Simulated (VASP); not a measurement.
# Ta2N (P-31m) in VASP: a series of runs, part 2 of 2

VASP 6.6.1. Earlier steps stand in the parts before.

**3. Single point, PBE**

INCAR

```
SYSTEM = Ta2N
  ALGO = Normal
  EDIFF = 1E-6
  ENCUT = 520
  GGA = PE
  ISIF = 2
  ISMEAR = 0
  LASPH = .TRUE.
  LCHARG = .TRUE.
  LELF = .TRUE.
  LREAL = .FALSE.
  LVHAR = .TRUE.
  LWAVE = .FALSE.
  NBANDS = 50
  NELM = 80
  PREC = Accurate
  SIGMA = 0.15
```

KPOINTS

```
k-points
0
G
  9 9 8
  0 0 0
```

POSCAR

```
Ta2N
1.0
    5.2791162262      0.0000000000      0.0000000000
   -2.6395581131      4.5718487614      0.0000000000
    0.0000000000      0.0000000000      5.0214953543
Ta N
6 3
Direct
    0.6200274626      0.6200274626      0.7528547364
    0.0000000000      0.3799725374      0.7528547364
    0.3799725374      0.0000000000      0.7528547364
    0.3799725374      0.3799725374      0.2471452636
    0.0000000000      0.6200274626      0.2471452636
    0.6200274626      0.0000000000      0.2471452636
    0.6666666667      0.3333333333      0.5000000000
    0.3333333333      0.6666666667      0.5000000000
    0.0000000000      0.0000000000      0.0000000000
```

Potentials or basis: VASP PAW PBE potentials, release 64 (Ta_pv, N).

Launch:

```console
> cat potpaw_PBE.64/Ta_pv/POTCAR potpaw_PBE.64/N/POTCAR > POTCAR
> mpirun -np 1 vasp_std > vasp.out
```

OUTCAR:

```text
SYSTEM = Ta2N
   EDIFF = 1E-6
   ENCUT = 520
   GGA = PE
   ISIF = 2
   ISMEAR = 0
   LASPH = .TRUE.
   LREAL = .FALSE.
   NELM = 80
   PREC = Accurate

 ion  position               nearest neighbor table
   1  0.620  0.620  0.753-   7 2.08   8 2.08   9 2.36   4 2.79   4 2.84   3 2.86   3 2.86   2 2.86
                             2 2.86   6 3.19   5 3.19   6 3.24   5 3.24   2 3.47   3 3.47
   2  0.000  0.380  0.753-   7 2.08   8 2.08   9 2.36   5 2.79   5 2.84   3 2.86   3 2.86   1 2.86
                             1 2.86   6 3.19   4 3.19   6 3.24   4 3.24   1 3.47   3 3.47
   3  0.380  0.000  0.753-   8 2.08   7 2.08   9 2.36   6 2.79   6 2.84   1 2.86   2 2.86   2 2.86
                             1 2.86   4 3.19   5 3.19   4 3.24   5 3.24   2 3.47   1 3.47
   4  0.380  0.380  0.247-   8 2.08   7 2.08   9 2.36   1 2.79   1 2.84   6 2.86   6 2.86   5 2.86
                             5 2.86   3 3.19   2 3.19   3 3.24   2 3.24   5 3.47   6 3.47
   5  0.000  0.620  0.247-   8 2.08   7 2.08   9 2.36   2 2.79   2 2.84   6 2.86   6 2.86   4 2.86
                             4 2.86   3 3.19   1 3.19   3 3.24   1 3.24   4 3.47   6 3.47
   6  0.620  0.000  0.247-   7 2.08   8 2.08   9 2.36   3 2.79   3 2.84   5 2.86   4 2.86   5 2.86
                             4 2.86   2 3.19   1 3.19   1 3.24   2 3.24   5 3.47   4 3.47
   7  0.667  0.333  0.500-   6 2.08   2 2.08   3 2.08   5 2.08   1 2.08   4 2.08
   8  0.333  0.667  0.500-   3 2.08   5 2.08   6 2.08   2 2.08   4 2.08   1 2.08
   9  0.000  0.000  0.000-   1 2.36   2 2.36   4 2.36   5 2.36   3 2.36   6 2.36

  LATTYP: Found a hexagonal cell.
 ALAT       =     5.2791162262
 C/A-ratio  =     0.9512000000

  Lattice vectors:

 A1 = (   5.2791162262,   0.0000000000,   0.0000000000)
 A2 = (  -2.6395581131,   4.5718487614,   0.0000000000)
 A3 = (   0.0000000000,   0.0000000000,   5.0214953543)

Analysis of symmetry for initial positions (statically):
=====================================================================
 Subroutine PRICEL returns:
 Original cell was already a primitive cell.

 Routine SETGRP: Setting up the symmetry group for a
 hexagonal supercell.

 Subroutine GETGRP returns: Found 12 space group operations
[... 161 lines left out ...]
   LRPA    =     F    only Hartree local field effects (RPA)
 non-spin polarized calculation
 Gauss-broadening in eV      SIGMA  =   0.15
  energy-cutoff  :      520.00
  volume of cell :      121.20
 maximum number of plane-waves:      3286
   NGX = 19   NGY = 19   NGZ = 19

 number of electron      81.0000004 magnetization

 Free energy of the ion-electron system (eV)
  ---------------------------------------------------
  ext. energy  EPLUGINS =         0.00000000
  ---------------------------------------------------
  free energy    TOTEN  =       -99.89496291 eV

  energy without entropy =      -99.85410589  energy(sigma->0) =      -99.87453440

 E-fermi :   7.0703     XC(G=0): -12.8352

 val. band max:        7.0564252046   @ k =   0.0000   0.0000   0.2500
 cond. band min:       7.0816780174   @ k =   0.2222  -0.0000   0.0000
 fundamental gap:      0.0252528128
 Fermi energy:         7.0703391731

 k-point     1 :       0.0000    0.0000    0.0000
  band No.  band energies     occupation
      1     -28.4461      2.00000
      2     -28.3724      2.00000
      3     -28.0623      2.00000
      4     -27.9278      2.00000
      5     -27.9278      2.00000
      6     -27.7973      2.00000
[... 1261 lines left out ...]
     49      10.1623      0.00000
     50      10.4527      0.00000

 [... further k-points ...]

------------------------ aborting loop because EDIFF is reached ----------------------------------------

  FORCE on cell =-STRESS in cart. coord.  units (eV):
  Direction    XX          YY          ZZ          XY          YZ          ZX
  --------------------------------------------------------------------------------------
  -------------------------------------------------------------------------------------
  Total       13.2448506     13.2448506      8.3335198      0.0000000      0.0000000      0.0000000
  in kB      175.0940960    175.0940960    110.1673518      0.0000000      0.0000000      0.0000000
  external PRESSURE =     153.4518479 kB  Pullay stress =       0.0000000 kB

 VOLUME and BASIS-vectors are now :
 -----------------------------------------------------------------------------
  energy-cutoff  :      520.00
  volume of cell :      121.20
      direct lattice vectors                 reciprocal lattice vectors
     5.279116226  0.000000000  0.000000000     0.189425646  0.109364948  0.000000000
    -2.639558113  4.571848761  0.000000000     0.000000000  0.218729895  0.000000000
     0.000000000  0.000000000  5.021495354     0.000000000  0.000000000  0.199143866

 POSITION                                       TOTAL-FORCE (eV/Angst)
 -----------------------------------------------------------------------------------
      1.63660      2.83467      3.78046         2.855868      4.946509      1.758122
     -1.00296      1.73718      3.78046         2.855868     -4.946509      1.758122
      2.00592      0.00000      3.78046        -5.711736      0.000000      1.758122
      1.00296      1.73718      1.24104        -2.855868     -4.946509     -1.758122
     -1.63660      2.83467      1.24104        -2.855868      4.946509     -1.758122
      3.27320      0.00000      1.24104         5.711736     -0.000000     -1.758122
      2.63956      1.52395      2.51075         0.000000      0.000000     -0.000000
     -0.00000      3.04790      2.51075        -0.000000      0.000000     -0.000000
      0.00000      0.00000      0.00000        -0.000000      0.000000     -0.000000
 -----------------------------------------------------------------------------------
    total drift:                               -0.000000      0.000000      0.000000

  FREE ENERGIE OF THE ION-ELECTRON SYSTEM (eV)
  ---------------------------------------------------
  free  energy   TOTEN  =       -99.8949629135 eV

  energy  without entropy=      -99.8541058911  energy(sigma->0) =      -99.87453440
```

stdout:

```text
POSCAR found type information on POSCAR TaN
 POSCAR found :  2 types and       9 ions
 scaLAPACK will be used
 LDA part: xc-table for (Slater+PW92), standard interpolation
 POSCAR, INCAR and KPOINTS ok, starting setup
 FFT: planning ... GRIDC
 FFT: planning ... GRID_SOFT
 FFT: planning ... GRID
 WAVECAR not read
 entering main loop
```

Wall time 6.4 min (1 thread of Intel Xeon 6975P-C (Granite Rapids), shared host); peak memory 0.48 GiB.

What came out:

- Free energy: -99.8950 eV
- Pressure: 15.3 GPa
- Largest force: 5.976 eV/Å
- Band gap on the k mesh: zero (an odd number of electrons rules out a gap without spin polarisation)

Forces in eV/Å, atoms in the order of the input:
```
Ta   2.856  4.947  1.758
Ta   2.856 -4.947  1.758
Ta  -5.712  0.000  1.758
Ta  -2.856 -4.947 -1.758
Ta  -2.856  4.947 -1.758
Ta   5.712  0.000 -1.758
N    0.000  0.000  0.000
N    0.000  0.000  0.000
N    0.000  0.000  0.000
```

Stress tensor (GPa, compression positive):
```
17.51  0.00  0.00
 0.00 17.51  0.00
 0.00  0.00 11.02
```

Caveat: the stress differs along the axes, from 11 to 18 GPa; spin-orbit coupling is left out, which moves the levels of the heavy elements; forces of over 1 eV/Å act on the atoms, so gaps and moduli don't describe the material at rest.

The gap in the log of VASP goes by the Fermi energy; the results here count the filled bands.